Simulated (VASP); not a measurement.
# MgO in VASP: a series of runs

Runs on MgO. Level: PBEsol. Tasks: single point.

Everything below comes from runs of VASP 6.6.1. Logs are shortened: lines on timing, memory, paths and dates and some standing lists are left out, and cuts for length are marked.

## Step 1: The cell of the first run

It takes space group P6_3mc (No. 186, hexagonal). The conventional cell has a = 3.303 Å, b = 3.303 Å, c = 5.019 Å, α = 90.00°, β = 90.00°, γ = 120.00°. Mg (site symmetry 3m) has 4 O at 1.98 to 1.99 Å within 2.6 Å. Within 2.6 Å of O (site symmetry 3m) lie 4 Mg at 1.98 to 1.99 Å.

## Step 2: Single point, PBEsol

File INCAR:

```
PREC = Accurate
ENCUT = 600
EDIFF = 1E-6
ISMEAR = 0
SIGMA = 0.05
LREAL = F
LASPH = T
NELM = 120
ALGO = Normal
ISIF = 2
LWAVE = F
LCHARG = F
GGA = PS
NBANDS = 26
GGA_COMPAT = F
```

File KPOINTS:

```
regular mesh
0
Gamma
  9 9 4
```

File POSCAR:

```
MgO
1.0
    3.3034678071      0.0000000000      0.0000000000
   -1.6517339036      2.8608870415      0.0000000000
    0.0000000000      0.0000000000     10.0387760228
Mg O
4 4
Direct
    0.3333333333      0.6666666667      0.0018291710
    0.3333333333      0.6666666667      0.5018291710
    0.6666666667      0.3333333333      0.2518291710
    0.6666666667      0.3333333333      0.7518291710
    0.3333333333      0.6666666667      0.2004708290
    0.3333333333      0.6666666667      0.7004708290
    0.6666666667      0.3333333333      0.4504708290
    0.6666666667      0.3333333333      0.9504708290
```

Potentials or basis: VASP PAW PBE potentials, release 64 (Mg, O).

On the command line:

```
cat potpaw_PBE.64/Mg/POTCAR potpaw_PBE.64/O/POTCAR > POTCAR
mpirun -np 1 vasp_std > vasp.out
```

OUTCAR:

```text
PREC = Accurate
   ENCUT = 600
   EDIFF = 1E-6
   ISMEAR = 0
   LREAL = F
   LASPH = T
   NELM = 120
   ISIF = 2
   GGA = PS

 ion  position               nearest neighbor table
   1  0.333  0.667  0.002-   8 1.98   8 1.98   8 1.98   5 1.99   3 3.15   4 3.15   4 3.15   3 3.15
                             4 3.15   3 3.15
   2  0.333  0.667  0.502-   7 1.98   7 1.98   7 1.98   6 1.99   3 3.15   4 3.15   4 3.15   3 3.15
                             4 3.15   3 3.15
   3  0.667  0.333  0.252-   5 1.98   5 1.98   5 1.98   7 1.99   2 3.15   1 3.15   1 3.15   2 3.15
                             2 3.15   1 3.15
   4  0.667  0.333  0.752-   6 1.98   6 1.98   6 1.98   8 1.99   2 3.15   1 3.15   1 3.15   2 3.15
                             2 3.15   1 3.15
   5  0.333  0.667  0.200-   3 1.98   3 1.98   3 1.98   1 1.99
   6  0.333  0.667  0.700-   4 1.98   4 1.98   4 1.98   2 1.99
   7  0.667  0.333  0.450-   2 1.98   2 1.98   2 1.98   3 1.99
   8  0.667  0.333  0.950-   1 1.98   1 1.98   1 1.98   4 1.99
[... 7 lines left out ...]
 A1 = (   3.3034678071,   0.0000000000,   0.0000000000)
 A2 = (  -1.6517339036,   2.8608870415,   0.0000000000)
 A3 = (   0.0000000000,   0.0000000000,  10.0387760228)

Analysis of symmetry for initial positions (statically):
=====================================================================
 Subroutine PRICEL returns following result:

  LATTYP: Found a hexagonal cell.
 ALAT       =     3.3034678071
 C/A-ratio  =     1.5194299762

  Lattice vectors:

 A1 = (   3.3034678071,   0.0000000000,   0.0000000000)
 A2 = (  -1.6517339036,   2.8608870415,   0.0000000000)
 A3 = (   0.0000000000,   0.0000000000,   5.0193880114)

   2 primitive cells build up your supercell.

 Routine SETGRP: Setting up the symmetry group for a
 hexagonal supercell.

 Subroutine GETGRP returns: Found 12 space group operations
 (whereof  6 operations were pure point group operations)
 out of a pool of 24 trial point group operations.

The static configuration has the point symmetry C_3v.
 The point group associated with its full space group is C_6v.

Analysis of symmetry for dynamics (positions and initial velocities):
=====================================================================
 Subroutine PRICEL returns following result:

  LATTYP: Found a hexagonal cell.
 ALAT       =     3.3034678071
 C/A-ratio  =     1.5194299762

  Lattice vectors:

 A1 = (   3.3034678071,   0.0000000000,   0.0000000000)
 A2 = (  -1.6517339036,   2.8608870415,   0.0000000000)
 A3 = (   0.0000000000,   0.0000000000,   5.0193880114)

[... 107 lines left out ...]
   ICHARG =      2    charge: 1-file 2-atom 10-const
   ISPIN  =      1    spin polarized calculation?
   LNONCOLLINEAR =      F non collinear calculations
   LSORBIT =      F    spin-orbit coupling
   LASPH  =      T    aspherical Exc in radial PAW
   ENCUT  =  600.0 eV  44.10 Ry    6.64 a.u.   6.60  6.60 20.05*2*pi/ulx,y,z
   NELM   =    120;   NELMIN=  2; NELMDL= -5     # of ELM steps
   EDIFF  = 0.1E-05   stopping-criterion for ELM
   LREAL  =      F    real-space projection
[... 7 lines left out ...]
   TEBEG  =    0.0;   TEEND  =   0.0 temperature during run
   PSTRESS=    0.0 pullay stress
   NELECT =      32.0000    total number of electrons
   NUPDOWN=      -1.0000    fix difference up-down
   EMIN   =  10.00;   EMAX   =-10.00  energy-range for DOS
   EFERMI =   0.00;   METHOD = LEGACY
   ISMEAR =     0;   SIGMA  =   0.05  broadening in eV -4-tet -1-fermi 0-gaus
   EFERMI_NEDOS =   21; number of points for ismear=-14 and -15
   IALGO  =     38    algorithm
   IMIX   =      4    mixing-type and parameters
     AMIX     =   0.40;   BMIX     =  1.00
     AMIX_MAG =   1.60;   BMIX_MAG =  1.00
  volume/ion in A,a.u.               =      11.86        80.03
  Fermi-wavevector in a.u.,A,eV,Ry     =   1.139570  2.153475 17.668792  1.298620
  Thomas-Fermi vector in A             =   2.276273
   LORBIT       =      0    0 simple, 1 ext, 2 COOP (PROOUT), +10 PAW based schemes
   GGA     = PS    functional components
   LHFCALC =     F    Hartree Fock is set to
   AEXX    =    0.0000 exact exchange contribution
   IVDW    =     0    specifies the selected vdW correction
   LEPSILON=     F    determine dielectric tensor
   LRPA    =     F    only Hartree local field effects (RPA)
 non-spin polarized calculation
 Gauss-broadening in eV      SIGMA  =   0.05
  energy-cutoff  :      600.00
  volume of cell :       94.87
 maximum number of plane-waves:      3244
 NGX is ok and might be reduce to    28
   NGX = 13   NGY = 13   NGZ = 41

 number of electron      31.9999993 magnetization

 Free energy of the ion-electron system (eV)
  ---------------------------------------------------
  ext. energy  EPLUGINS =         0.00000000
  ---------------------------------------------------
  free energy    TOTEN  =       -49.11195842 eV

  energy without entropy =      -49.11195842  energy(sigma->0) =      -49.11195842

 E-fermi :   1.1764     XC(G=0):  -9.9576

 val. band max:        0.9690185018   @ k =   0.0000   0.0000   0.0000
 cond. band min:       4.3245337944   @ k =   0.0000   0.0000   0.0000
 fundamental gap:      3.3555152926
 Fermi energy:         1.1763585712

 k-point     1 :       0.0000    0.0000    0.0000
  band No.  band energies     occupation
      1     -15.1786      2.00000
      2     -14.7906      2.00000
      3     -14.7906      2.00000
      4     -14.3703      2.00000
      5      -2.3314      2.00000
      6      -1.0685      2.00000
[... 685 lines left out ...]
     25      13.6849      0.00000
     26      13.6851      0.00000

 [... further k-points ...]
[... 5 lines left out ...]
  --------------------------------------------------------------------------------------
  -------------------------------------------------------------------------------------
  Total       -0.2840373     -0.2840373     -0.2642679      0.0000000      0.0000000      0.0000000
  in kB       -4.7966102     -4.7966102     -4.4627590      0.0000000      0.0000000      0.0000000
  external PRESSURE =      -4.6853265 kB  Pullay stress =       0.0000000 kB

 VOLUME and BASIS-vectors are now :
 -----------------------------------------------------------------------------
  energy-cutoff  :      600.00
  volume of cell :       94.87
      direct lattice vectors                 reciprocal lattice vectors
     3.303467807  0.000000000  0.000000000     0.302712198  0.174770969  0.000000000
    -1.651733904  2.860887041  0.000000000     0.000000000  0.349541938  0.000000000
     0.000000000  0.000000000 10.038776023     0.000000000  0.000000000  0.099613738

 POSITION                                       TOTAL-FORCE (eV/Angst)
 -----------------------------------------------------------------------------------
     -0.00000      1.90726      0.01836         0.000000      0.000000      0.003043
     -0.00000      1.90726      5.03775         0.000000      0.000000      0.003043
      1.65173      0.95363      2.52806         0.000000     -0.000000      0.003043
      1.65173      0.95363      7.54744         0.000000     -0.000000      0.003043
     -0.00000      1.90726      2.01248        -0.000000      0.000000     -0.003043
     -0.00000      1.90726      7.03187        -0.000000      0.000000     -0.003043
      1.65173      0.95363      4.52218         0.000000      0.000000     -0.003043
      1.65173      0.95363      9.54156         0.000000      0.000000     -0.003043
 -----------------------------------------------------------------------------------
    total drift:                               -0.000000      0.000000      0.002724

  FREE ENERGIE OF THE ION-ELECTRON SYSTEM (eV)
  ---------------------------------------------------
  free  energy   TOTEN  =       -49.1119584218 eV

  energy  without entropy=      -49.1119584218  energy(sigma->0) =      -49.11195842
```

It took 2.9 min on 1 thread of Intel Xeon 8259CL, shared host; peak memory 0.28 GiB.

Results:

- Free energy: -49.1120 eV
- Pressure: -0.5 GPa
- Largest force: 0.003 eV/Å
- Band gap on the k mesh: 3.36 eV

Forces on the atoms (eV/Å):
```
Mg   0.000  0.000  0.003
Mg   0.000  0.000  0.003
Mg   0.000  0.000  0.003
Mg   0.000  0.000  0.003
O    0.000  0.000 -0.003
O    0.000  0.000 -0.003
O    0.000  0.000 -0.003
O    0.000  0.000 -0.003
```

Levels at points of the mesh, in eV from the valence-band top:
| k point | band 13 | band 14 | band 15 | band 16 | band 17 | band 18 | band 19 | band 20 |
| --- | --- | --- | --- | --- | --- | --- | --- | --- |
| (0.00, 0.00, 0.00) | -0.57 | -0.40 | -0.40 | 0.00 | 3.36 | 5.86 | 5.86 | 8.39 |
| (0.00, 0.00, 0.50) | -0.45 | -0.45 | -0.45 | -0.45 | 4.25 | 4.25 | 7.45 | 7.45 |

Caveat: the PAW data sets were made with another functional, which shifts forces and pressure a little; an odd mesh through Γ misses points on the zone boundary, where band edges can lie.

## Step 3: Single point, PBEsol (atoms displaced along a vibrational mode)

INCAR is that of step 2.

KPOINTS is that of step 2.

File POSCAR:

```
MgO
1.0
    3.3034678071      0.0000000000      0.0000000000
   -1.6517339036      2.8608870415      0.0000000000
    0.0000000000      0.0000000000     10.0387760228
Mg O
4 4
Direct
    0.3333333333      0.6666666667     -0.0038786962
    0.3333333333      0.6666666667      0.5075370382
    0.6666666667      0.3333333333      0.2496368060
    0.6666666667      0.3333333333      0.7540215360
    0.3333333333      0.6666666667      0.1952830690
    0.3333333333      0.6666666667      0.7056585890
    0.6666666667      0.3333333333      0.4528562646
    0.6666666667      0.3333333333      0.9480853934
```

Potentials or basis: VASP PAW PBE potentials, release 64 (Mg, O).

On the command line:

```
cat potpaw_PBE.64/Mg/POTCAR potpaw_PBE.64/O/POTCAR > POTCAR
mpirun -np 1 vasp_std > vasp.out
```

OUTCAR:

```text
PREC = Accurate
   ENCUT = 600
   EDIFF = 1E-6
   ISMEAR = 0
   LREAL = F
   LASPH = T
   NELM = 120
   ISIF = 2
   GGA = PS

 ion  position               nearest neighbor table
   1  0.333  0.667  0.996-   8 1.97   8 1.97   8 1.97   5 2.00   4 3.09   4 3.09   4 3.09   3 3.18
                             3 3.18   3 3.18
   2  0.333  0.667  0.508-   7 1.98   7 1.98   7 1.98   6 1.99   4 3.12   4 3.12   4 3.12   3 3.22
                             3 3.22   3 3.22
   3  0.667  0.333  0.250-   5 1.98   5 1.98   5 1.98   7 2.04   1 3.18   1 3.18   1 3.18   2 3.22
                             2 3.22   2 3.22
   4  0.667  0.333  0.754-   8 1.95   6 1.97   6 1.97   6 1.97   1 3.09   1 3.09   1 3.09   2 3.12
                             2 3.12   2 3.12
   5  0.333  0.667  0.195-   3 1.98   3 1.98   3 1.98   1 2.00
   6  0.333  0.667  0.706-   4 1.97   4 1.97   4 1.97   2 1.99
   7  0.667  0.333  0.453-   2 1.98   2 1.98   2 1.98   3 2.04
   8  0.667  0.333  0.948-   4 1.95   1 1.97   1 1.97   1 1.97

  LATTYP: Found a hexagonal cell.
 ALAT       =     3.3034678071
 C/A-ratio  =     3.0388599523

  Lattice vectors:

 A1 = (   3.3034678071,   0.0000000000,   0.0000000000)
 A2 = (  -1.6517339036,   2.8608870415,   0.0000000000)
 A3 = (   0.0000000000,   0.0000000000,  10.0387760228)

Analysis of symmetry for initial positions (statically):
=====================================================================
 Subroutine PRICEL returns:
 Original cell was already a primitive cell.

 Routine SETGRP: Setting up the symmetry group for a
 hexagonal supercell.

 Subroutine GETGRP returns: Found  6 space group operations
 (whereof  6 operations were pure point group operations)
 out of a pool of 24 trial point group operations.

The static configuration has the point symmetry C_3v.

Analysis of symmetry for dynamics (positions and initial velocities):
=====================================================================
 Subroutine PRICEL returns:
[... 142 lines left out ...]
  volume/ion in A,a.u.               =      11.86        80.03
  Fermi-wavevector in a.u.,A,eV,Ry     =   1.139570  2.153475 17.668792  1.298620
  Thomas-Fermi vector in A             =   2.276273
   LORBIT       =      0    0 simple, 1 ext, 2 COOP (PROOUT), +10 PAW based schemes
   GGA     = PS    functional components
   LHFCALC =     F    Hartree Fock is set to
   AEXX    =    0.0000 exact exchange contribution
   IVDW    =     0    specifies the selected vdW correction
   LEPSILON=     F    determine dielectric tensor
   LRPA    =     F    only Hartree local field effects (RPA)
 non-spin polarized calculation
 Gauss-broadening in eV      SIGMA  =   0.05
  energy-cutoff  :      600.00
  volume of cell :       94.87
 maximum number of plane-waves:      3244
 NGX is ok and might be reduce to    28
   NGX = 13   NGY = 13   NGZ = 41

 number of electron      31.9999997 magnetization

 Free energy of the ion-electron system (eV)
  ---------------------------------------------------
  ext. energy  EPLUGINS =         0.00000000
  ---------------------------------------------------
  free energy    TOTEN  =       -49.07778755 eV

  energy without entropy =      -49.07778755  energy(sigma->0) =      -49.07778755

 E-fermi :   1.2615     XC(G=0):  -9.9571

 val. band max:        0.9730316550   @ k =   0.0000   0.0000   0.0000
 cond. band min:       4.3133758285   @ k =   0.0000   0.0000   0.0000
 fundamental gap:      3.3403441735
 Fermi energy:         1.2615172190

 k-point     1 :       0.0000    0.0000    0.0000
  band No.  band energies     occupation
      1     -15.2314      2.00000
      2     -14.7951      2.00000
      3     -14.7643      2.00000
      4     -14.3432      2.00000
      5      -2.3434      2.00000
      6      -1.0670      2.00000
[... 685 lines left out ...]
     25      13.8881      0.00000
     26      14.4822      0.00000

 [... further k-points ...]
[... 5 lines left out ...]
  --------------------------------------------------------------------------------------
  -------------------------------------------------------------------------------------
  Total       -0.2530115     -0.2530115     -0.1637483      0.0000000      0.0000000     -0.0000000
  in kB       -4.2726691     -4.2726691     -2.7652590      0.0000000      0.0000000     -0.0000000
  external PRESSURE =      -3.7701990 kB  Pullay stress =       0.0000000 kB

 VOLUME and BASIS-vectors are now :
 -----------------------------------------------------------------------------
  energy-cutoff  :      600.00
  volume of cell :       94.87
      direct lattice vectors                 reciprocal lattice vectors
     3.303467807  0.000000000  0.000000000     0.302712198  0.174770969  0.000000000
    -1.651733904  2.860887041  0.000000000     0.000000000  0.349541938  0.000000000
     0.000000000  0.000000000 10.038776023     0.000000000  0.000000000  0.099613738

 POSITION                                       TOTAL-FORCE (eV/Angst)
 -----------------------------------------------------------------------------------
     -0.00000      1.90726      9.99984         0.000000     -0.000000      0.326646
     -0.00000      1.90726      5.09505        -0.000000     -0.000000     -0.333037
      1.65173      0.95363      2.50605         0.000000     -0.000000      0.083702
      1.65173      0.95363      7.56945        -0.000000     -0.000000     -0.172309
     -0.00000      1.90726      1.96040        -0.000000      0.000000      0.201011
     -0.00000      1.90726      7.08395        -0.000000      0.000000     -0.194946
      1.65173      0.95363      4.54612         0.000000     -0.000000     -0.047772
      1.65173      0.95363      9.51762        -0.000000     -0.000000      0.136705
 -----------------------------------------------------------------------------------
    total drift:                                0.000000     -0.000000      0.001638

  FREE ENERGIE OF THE ION-ELECTRON SYSTEM (eV)
  ---------------------------------------------------
  free  energy   TOTEN  =       -49.0777875529 eV

  energy  without entropy=      -49.0777875529  energy(sigma->0) =      -49.07778755
```

OSZICAR:

```text
N       E                     dE             d eps       ncg     rms          rms(c)
DAV:   1     0.167285078314E+03    0.16729E+03   -0.16262E+04  2236   0.122E+03
DAV:   2    -0.436631565254E+02   -0.21095E+03   -0.19936E+03  2974   0.251E+02
DAV:   3    -0.567313042859E+02   -0.13068E+02   -0.13005E+02  2892   0.639E+01
DAV:   4    -0.568215334490E+02   -0.90229E-01   -0.90203E-01  2472   0.615E+00
DAV:   5    -0.568220915004E+02   -0.55805E-03   -0.55799E-03  2740   0.481E-01    0.155E+01
DAV:   6    -0.492792201430E+02    0.75429E+01   -0.27798E+01  2484   0.302E+01    0.544E+00
DAV:   7    -0.491428231543E+02    0.13640E+00   -0.48597E-01  2392   0.438E+00    0.316E+00
DAV:   8    -0.490813301452E+02    0.61493E-01   -0.19893E-01  2586   0.411E+00    0.617E-01
DAV:   9    -0.490766777888E+02    0.46524E-02   -0.17914E-02  2790   0.869E-01    0.165E-01
DAV:  10    -0.490778726844E+02   -0.11949E-02   -0.20017E-03  2468   0.256E-01    0.946E-02
DAV:  11    -0.490777839691E+02    0.88715E-04   -0.30480E-04  2846   0.138E-01    0.212E-02
DAV:  12    -0.490777867321E+02   -0.27630E-05   -0.47858E-05  2772   0.614E-02    0.812E-03
DAV:  13    -0.490777875529E+02   -0.82077E-06   -0.71474E-06  2744   0.228E-02
   1 F= -.49077788E+02 E0= -.49077788E+02  d E =-.303751E-18
```

stdout:

```text
POSCAR found type information on POSCAR MgO
 POSCAR found :  2 types and       8 ions
 scaLAPACK will be used
 -----------------------------------------------------------------------------
|                                                                             |
|                                                                             |
|     You enforced a specific xc type in the INCAR file but a different       |
|     I HOPE YOU KNOW WHAT YOU ARE DOING!                                     |
|                                                                             |
 -----------------------------------------------------------------------------

 LDA part: xc-table for (Slater+PW92), standard interpolation
 POSCAR, INCAR and KPOINTS ok, starting setup
 FFT: planning ... GRIDC
 FFT: planning ... GRID_SOFT
 FFT: planning ... GRID
 WAVECAR not read
 entering main loop
```

Run time: 3.4 min. Hardware: 1 thread of Intel Xeon 8259CL, shared host; peak memory 0.3 GiB.

What came out:

| Item | Value |
| --- | --- |
| Free energy | -49.0778 eV |
| Pressure | -0.4 GPa |
| Largest force | 0.333 eV/Å |
| Band gap on the k mesh | 3.34 eV |

Forces on the atoms (eV/Å):
```
Mg   0.000  0.000  0.327
Mg   0.000  0.000 -0.333
Mg   0.000  0.000  0.084
Mg   0.000  0.000 -0.172
O    0.000  0.000  0.201
O    0.000  0.000 -0.195
O    0.000  0.000 -0.048
O    0.000  0.000  0.137
```

Caveat: the cell differs from its parent crystal (atoms displaced along a vibrational mode); the PAW data sets were made with another functional, which shifts forces and pressure a little; an odd mesh through Γ misses points on the zone boundary, where band edges can lie.
